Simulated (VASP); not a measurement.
The system is Si.

```
Si
1.0
     0.00000    2.71356    2.71356
     2.71356    0.00000    2.71356
     2.71356    2.71356    0.00000
Si
2
Cartesian
  4.0703 4.0703 4.0703
  2.7136 2.7136 2.7136
```

Base run:

| Property | Result |
| --- | --- |
| Program | VASP 6.6.1 |
| Functional | PBE |
| Potentials or basis | VASP PAW PBE potentials, release 64 (Si) |
| Cutoff | 500 eV |
| k mesh | 8 × 8 × 8 |
| Occupations | gaussian, width 0.02 eV |
| Spin | no spin polarisation |

Its results: band gap on the k mesh 0.61 eV, indirect (least direct gap 2.57 eV); pressure 2.1 GPa.

The run is repeated on the same cell with these changes: k mesh from 8 × 8 × 8 to 4 × 4 × 4. What comes out?

Band gap on the k mesh 0.69 eV, indirect (least direct gap 2.55 eV); pressure 2.8 GPa.

Caveats: some runs use coarse meshes.

A k mesh can miss the band edges.
